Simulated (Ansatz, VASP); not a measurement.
**Pb in VASP and in Ansatz**

Contents of INCAR:

```
SYSTEM = Pb
PREC = Accurate
ENCUT = 520
EDIFF = 1E-6
ISMEAR = -1
SIGMA = 0.05
LREAL = .FALSE.
LASPH = .TRUE.
NELM = 80
ALGO = Normal
ISIF = 2
LWAVE = .FALSE.
LCHARG = .FALSE.
GGA = PE
NBANDS = 21
```

The input KPOINTS:

```
regular mesh
0
G
  14 14 8
  0 0 0
```

The input POSCAR:

```
Pb
1.0
    3.4123839043      0.0000000000      0.0000000000
   -1.7061919521      2.9552111486      0.0000000000
    0.0000000000      0.0000000000      5.6808304837
Pb
2
Direct
    0.3333333333      0.6666666667      0.2500000000
    0.6666666667      0.3333333333      0.7500000000
```

Input for Ansatz:

```yaml
crystal:
  lattice:
    - [3.4123839043, 0.0, 0.0]
    - [-1.7061919521, 2.9552111486, 0.0]
    - [0.0, 0.0, 5.6808304837]
  atoms:
    - { symbol: Pb, position: [0.3333333333, 0.6666666667, 0.25] }
    - { symbol: Pb, position: [0.6666666667, 0.3333333333, 0.75] }
kpoints:
  mp_grid: { grid: [14, 14, 8] }
scf:
  occupations: { method: fermi_dirac, width: 0.05 }
hamiltonian:
  xc: pbe
  pseudopotentials: { kind: all_electron, lapw: { basis_error: 0.001 } }
output:
  forces: true
  stress: true
  eigenvalues: true
  populations: true
```

Change from the starting cell: volume scaled by 0.9, LAPW.

Alike in both runs: task single point; functional PBE; k mesh 14 × 14 × 8; occupations fermi-dirac, width 0.05 eV; no spin polarisation.

```csv
,VASP,Ansatz
version,VASP 6.6.1,Ansatz 0.2.0
potentials or method,"VASP PAW PBE potentials, release 64 (Pb_d), cutoff 520 eV","all-electron LAPW, scalar-relativistic"
```

```tsv
	VASP	Ansatz	Ansatz less VASP
pressure (GPa)	5.2	5.3	+0.08
```

Ansatz ran all-electron here, and VASP with PAW potentials.

Neither program's run includes spin-orbit coupling.
